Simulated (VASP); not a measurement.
# Pt in VASP: single point with PBEsol

Aim: the single point of Pt with PBEsol.

Program: VASP 6.6.1. These are calculated values, not measurements. Logs are shortened: lines on timing, memory, paths and dates and some standing lists are left out, and cuts for length are marked.

**1. The cell of the first run**

The cell holds a slab with vacuum, 8 atoms: a = 2.769 Å, b = 3.916 Å, c = 26.691 Å, α = 90.00°, β = 90.00°, γ = 90.00°.

**2. Single point, PBEsol**

Contents of INCAR:

```
PREC     = Accurate       # precision mode
ENCUT    = 520            # plane-wave cutoff, eV
EDIFF    = 1E-7           # SCF threshold, eV
ISMEAR   = 0              # smearing method
SIGMA    = 0.1            # smearing width, eV
LREAL    = F              # projectors in reciprocal space
LASPH    = T              # aspherical terms in the spheres
NELM     = 60             # most SCF steps
ALGO     = Normal         # electronic algorithm
ISIF     = 2              # what is computed and relaxed
LWAVE    = F              # write WAVECAR
LCHARG   = F              # write CHGCAR
LDIPOL   = T            
IDIPOL   = 3            
DIPOL    = 0.5 0.5 0.500
GGA      = PS             # functional
NBANDS   = 50             # bands
```

Contents of KPOINTS:

```
Automatic mesh
0
Gamma
  9 7 1
```

Contents of POSCAR:

```
Pt
1.0
    2.7688887300      0.0000000000      0.0000000000
    0.0000000000      3.9158000000      0.0000000000
    0.0000000000      0.0000000000     26.6911105793
Pt
8
Direct
    0.5000000000      0.5000000000      0.3184580864
    0.0000000000      0.0000000000      0.3703272090
    0.5000000000      0.5000000000      0.4221963213
    0.0000000000      0.0000000000      0.4740654439
    0.5000000000      0.5000000000      0.5261698153
    0.0000000000      0.0000000000      0.5770669933
    0.5000000000      0.5000000000      0.6328317049
    0.0000000000      0.0000000000      0.6770864673
```

Potentials or basis: VASP PAW PBE potentials, release 64 (Pt).

On the command line:

```bash
> cat potpaw_PBE.64/Pt/POTCAR > POTCAR
> mpirun -np 1 vasp_std > vasp.out
```

OUTCAR:

```text
PREC = Accurate
   ENCUT = 520
   EDIFF = 1E-7
   ISMEAR = 0
   LREAL = F
   LASPH = T
   NELM = 60
   ISIF = 2
   GGA = PS

 ion  position               nearest neighbor table
   1  0.500  0.500  0.318-   3 2.77   2 2.77   2 2.77   2 2.77   2 2.77
   2  0.000  0.000  0.370-   3 2.77   3 2.77   3 2.77   3 2.77   4 2.77   1 2.77   1 2.77   1 2.77
                             1 2.77
   3  0.500  0.500  0.422-   2 2.77   2 2.77   2 2.77   2 2.77   1 2.77   4 2.77   4 2.77   4 2.77
                             4 2.77   5 2.78
   4  0.000  0.000  0.474-   6 2.75   2 2.77   3 2.77   3 2.77   3 2.77   3 2.77   5 2.77   5 2.77
                             5 2.77   5 2.77
   5  0.500  0.500  0.526-   6 2.76   6 2.76   6 2.76   6 2.76   4 2.77   4 2.77   4 2.77   4 2.77
                             3 2.78   7 2.85
   6  0.000  0.000  0.577-   8 2.67   4 2.75   5 2.76   5 2.76   5 2.76   5 2.76   7 2.82   7 2.82
                             7 2.82   7 2.82
   7  0.500  0.500  0.633-   8 2.67   8 2.67   8 2.67   8 2.67   6 2.82   6 2.82   6 2.82   6 2.82
                             5 2.85
   8  0.000  0.000  0.677-   6 2.67   7 2.67   7 2.67   7 2.67   7 2.67

  LATTYP: Found a simple orthorhombic cell.
 ALAT       =     2.7688887300
 B/A-ratio  =     1.4142135643
 C/A-ratio  =     9.6396472311

  Lattice vectors:

 A1 = (   2.7688887300,   0.0000000000,   0.0000000000)
 A2 = (   0.0000000000,   3.9158000000,   0.0000000000)
 A3 = (   0.0000000000,   0.0000000000,  26.6911105793)

Analysis of symmetry for initial positions (statically):
=====================================================================
 Subroutine PRICEL returns:
 Original cell was already a primitive cell.

 Routine SETGRP: Setting up the symmetry group for a
 simple orthorhombic supercell.

 Subroutine GETGRP returns: Found  4 space group operations
 (whereof  4 operations were pure point group operations)
 out of a pool of  8 trial point group operations.

The static configuration has the point symmetry C_2v.

Analysis of symmetry for dynamics (positions and initial velocities):
=====================================================================
 Subroutine PRICEL returns:
 Original cell was already a primitive cell.

 Routine SETGRP: Setting up the symmetry group for a
 simple orthorhombic supercell.

 Subroutine GETGRP returns: Found  4 space group operations
 (whereof  4 operations were pure point group operations)
 out of a pool of  8 trial point group operations.

The dynamic configuration has the point symmetry C_2v.

 Subroutine INISYM returns: Found  4 space group operations
 (whereof  4 operations are pure point group operations),
 and found     1 'primitive' translations

----------------------------------------------------------------------------------------

                                     Primitive cell

  volume of cell :     289.3961

  direct lattice vectors                    reciprocal lattice vectors
     2.768888730  0.000000000  0.000000000     0.361155719  0.000000000  0.000000000
     0.000000000  3.915800000  0.000000000     0.000000000  0.255375658  0.000000000
     0.000000000  0.000000000 26.691110579     0.000000000  0.000000000  0.037465657

  length of vectors
     2.768888730  3.915800000 26.691110579     0.361155719  0.255375658  0.037465657

  position of ions in fractional coordinates (direct lattice)
     0.500000000  0.500000000  0.318458086
     0.000000000  0.000000000  0.370327209
     0.500000000  0.500000000  0.422196321
     0.000000000  0.000000000  0.474065444
     0.500000000  0.500000000  0.526169815
     0.000000000  0.000000000  0.577066993
     0.500000000  0.500000000  0.632831705
     0.000000000  0.000000000  0.677086467

  ion indices of the primitive-cell ions
   primitive index   ion index
                 1           1
                 2           2
                 3           3
                 4           4
                 5           5
                 6           6
                 7           7
                 8           8

----------------------------------------------------------------------------------------

 KPOINTS: Automatic mesh

Automatic generation of k-mesh.
 Grid dimensions read from file:
 generate k-points for:    9    7    1

 Generating k-lattice:

  Cartesian coordinates                     Fractional coordinates (reciprocal lattice)
     0.040128413  0.000000000  0.000000000     0.111111111  0.000000000  0.000000000
     0.000000000  0.036482237  0.000000000     0.000000000  0.142857143  0.000000000
     0.000000000  0.000000000  0.037465657     0.000000000  0.000000000  1.000000000

  Length of vectors
     0.040128413  0.036482237  0.037465657

  Shift w.r.t. Gamma in fractional coordinates (k-lattice)
     0.000000000  0.000000000  0.000000000

 Subroutine IBZKPT returns following result:
 ===========================================

 Found     20 irreducible k-points:

 Following reciprocal coordinates:
            Coordinates               Weight
  0.000000  0.000000  0.000000      1.000000
  0.111111  0.000000  0.000000      2.000000
  0.222222  0.000000  0.000000      2.000000
  0.333333  0.000000  0.000000      2.000000
  0.444444  0.000000  0.000000      2.000000
  0.000000  0.142857  0.000000      2.000000
[... 12 lines left out ...]
  0.333333  0.428571  0.000000      4.000000
  0.444444  0.428571  0.000000      4.000000
   k-points           NKPTS =     20   k-points in BZ     NKDIM =     20   number of bands    NBANDS=     50
   number of dos      NEDOS =    301   number of ions     NIONS =      8
   total plane-waves  NPLWV = 144000
   dimension x,y,z NGX =    24 NGY =   30 NGZ =  200
   dimension x,y,z NGXF=    48 NGYF=   60 NGZF=  400
   ions per type =               8
   NGX,Y,Z   is equivalent  to a cutoff of  14.41, 12.74, 12.46 a.u.
   NGXF,Y,Z  is equivalent  to a cutoff of  28.82, 25.47, 24.91 a.u.
 SYSTEM =  unknown system
   PREC   = accura    normal or accurate (medium, high low for compatibility)
   ISTART =      0    job   : 0-new  1-cont  2-samecut
   ICHARG =      2    charge: 1-file 2-atom 10-const
   ISPIN  =      1    spin polarized calculation?
   LNONCOLLINEAR =      F non collinear calculations
   LSORBIT =      F    spin-orbit coupling
   LASPH  =      T    aspherical Exc in radial PAW
   ENCUT  =  520.0 eV  38.22 Ry    6.18 a.u.   5.15  7.28 49.63*2*pi/ulx,y,z
   NELM   =     60;   NELMIN=  2; NELMDL= -5     # of ELM steps
   EDIFF  = 0.1E-06   stopping-criterion for ELM
   LREAL  =      F    real-space projection
   EDIFFG = 0.1E-05   stopping-criterion for IOM
   NSW    =      0    number of steps for IOM
   IBRION =     -1    ionic relax: 0-MD 1-quasi-New 2-CG
   NFREE  =      0    steps in history (QN), initial steepest desc. (CG)
   ISIF   =      2    stress and relaxation
   ISYM   =      2    0-nonsym 1-usesym 2-fastsym
   POTIM  = 0.5000    time-step for ionic-motion
   TEBEG  =    0.0;   TEEND  =   0.0 temperature during run
   PSTRESS=    0.0 pullay stress
   NELECT =      80.0000    total number of electrons
   NUPDOWN=      -1.0000    fix difference up-down
   EMIN   =  10.00;   EMAX   =-10.00  energy-range for DOS
   EFERMI =   0.00;   METHOD = LEGACY
   ISMEAR =     0;   SIGMA  =   0.10  broadening in eV -4-tet -1-fermi 0-gaus
   EFERMI_NEDOS =   21; number of points for ismear=-14 and -15
   IALGO  =     38    algorithm
   IMIX   =      4    mixing-type and parameters
     AMIX     =   0.40;   BMIX     =  1.00
     AMIX_MAG =   1.60;   BMIX_MAG =  1.00
  volume/ion in A,a.u.               =      36.17       244.12
  Fermi-wavevector in a.u.,A,eV,Ry     =   1.066450  2.015299 15.474126  1.137316
  Thomas-Fermi vector in A             =   2.202035
   LORBIT       =      0    0 simple, 1 ext, 2 COOP (PROOUT), +10 PAW based schemes
   GGA     = PS    functional components
   LHFCALC =     F    Hartree Fock is set to
   AEXX    =    0.0000 exact exchange contribution
   IVDW    =     0    specifies the selected vdW correction
   LEPSILON=     F    determine dielectric tensor
   LRPA    =     F    only Hartree local field effects (RPA)
 non-spin polarized calculation
 Gauss-broadening in eV      SIGMA  =   0.10
  energy-cutoff  :      520.00
  volume of cell :      289.40
 maximum number of plane-waves:      7852
 NGX is ok and might be reduce to    24
   NGX = 11   NGY = 15   NGZ = 99

 dipolmoment           0.000000      0.000000      0.024274 electrons x Angstroem

 number of electron      79.9999999 magnetization

 dipolmoment           0.000000      0.000000     -0.001447 electrons x Angstroem

 Free energy of the ion-electron system (eV)
  ---------------------------------------------------
  ext. energy  EPLUGINS =         0.00000000
  ---------------------------------------------------
  free energy    TOTEN  =       -52.54851697 eV

  energy without entropy =      -52.46180708  energy(sigma->0) =      -52.50516203

 E-fermi :   1.4170     XC(G=0):  -6.3983

 val. band max:        1.4127708897   @ k =   0.4444   0.0000   0.0000
 cond. band min:       1.4481349024   @ k =   0.4444   0.2857   0.0000
 fundamental gap:      0.0353640127
 Fermi energy:         1.4169595062

 k-point     1 :       0.0000    0.0000    0.0000
  band No.  band energies     occupation
      1      -8.5254      2.00000
      2      -7.4854      2.00000
      3      -6.1279      2.00000
      4      -5.4746      2.00000
      5      -5.0094      2.00000
      6      -4.9779      2.00000
[... 42 lines left out ...]
     49       6.5126      0.00000
     50       6.7791      0.00000

 k-point     2 :       0.1111    0.0000    0.0000
  band No.  band energies     occupation
      1      -8.1986      2.00000
      2      -7.1774      2.00000
      3      -5.8675      2.00000
      4      -5.2100      2.00000
      5      -4.8211      2.00000
      6      -4.6860      2.00000
[... 946 lines left out ...]
 k-point    20 :       0.4444    0.4286    0.0000
  band No.  band energies     occupation
      1      -5.6565      2.00000
      2      -5.5031      2.00000
      3      -4.8176      2.00000
      4      -4.6952      2.00000
      5      -4.2767      2.00000
      6      -4.1058      2.00000
[... 42 lines left out ...]
     49       7.2725      0.00000
     50       7.3182      0.00000

------------------------ aborting loop because EDIFF is reached ----------------------------------------

 vacuum level on the upper side and lower side of the slab       (xc-potential included)        -0.067         0.002

  FORCE on cell =-STRESS in cart. coord.  units (eV):
  Direction    XX          YY          ZZ          XY          YZ          ZX
  --------------------------------------------------------------------------------------
  -------------------------------------------------------------------------------------
  Total       -7.9132601     -2.9123186     -1.5630722      0.0000000      0.0000000      0.0000000
  in kB      -43.8100123    -16.1234068     -8.6536030      0.0000000      0.0000000      0.0000000
  external PRESSURE =     -22.8623407 kB  Pullay stress =       0.0000000 kB

 VOLUME and BASIS-vectors are now :
 -----------------------------------------------------------------------------
  energy-cutoff  :      520.00
  volume of cell :      289.40
      direct lattice vectors                 reciprocal lattice vectors
     2.768888730  0.000000000  0.000000000     0.361155719  0.000000000  0.000000000
     0.000000000  3.915800000  0.000000000     0.000000000  0.255375658  0.000000000
     0.000000000  0.000000000 26.691110579     0.000000000  0.000000000  0.037465657

 POSITION                                       TOTAL-FORCE (eV/Angst)
 -----------------------------------------------------------------------------------
      1.38444      1.95790      8.50000         0.000000      0.000000      0.974521
      0.00000      0.00000      9.88444         0.000000      0.000000     -0.961983
      1.38444      1.95790     11.26889         0.000000      0.000000     -0.050197
      0.00000      0.00000     12.65333         0.000000      0.000000      0.081217
      1.38444      1.95790     14.04406         0.000000      0.000000     -0.025072
      0.00000      0.00000     15.40256         0.000000      0.000000      0.006105
      1.38444      1.95790     16.89098         0.000000      0.000000      0.002973
      0.00000      0.00000     18.07219         0.000000      0.000000     -0.027563
 -----------------------------------------------------------------------------------
    total drift:                                0.000000     -0.000000      0.000007

  FREE ENERGIE OF THE ION-ELECTRON SYSTEM (eV)
  ---------------------------------------------------
  free  energy   TOTEN  =       -52.5485169740 eV

  energy  without entropy=      -52.4618070833  energy(sigma->0) =      -52.50516203

 vacuum level on the upper side and lower side of the slab         6.820         6.855
```

Wall time 13 min (1 thread of Intel Xeon Platinum 8259CL at 2.50GHz (Skylake/Cascade Lake), shared host); peak memory 0.49 GiB.

What came out:

| Quantity | Value |
| --- | --- |
| Free energy | -52.5485 eV |
| Largest force | 0.975 eV/Å |
| Band gap on the k mesh | zero (bands 40 and 41 overlap by 0.71 eV) |

Forces on the atoms (eV/Å):
```
Pt   0.000  0.000  0.975
Pt   0.000  0.000 -0.962
Pt   0.000  0.000 -0.050
Pt   0.000  0.000  0.081
Pt   0.000  0.000 -0.025
Pt   0.000  0.000  0.006
Pt   0.000  0.000  0.003
Pt   0.000  0.000 -0.028
```

Levels at points of the mesh, in eV from the Fermi level:
```csv
k point,band 39,band 40,band 41,band 42,band 43,band 44
"(0.00, 0.00, 0.00)",-0.20,-0.13,-0.11,-0.07,0.32,0.51
```

Caveat: the PAW data sets were made with another functional, which shifts forces and pressure a little; spin-orbit coupling is left out, which moves the levels of the heavy elements.
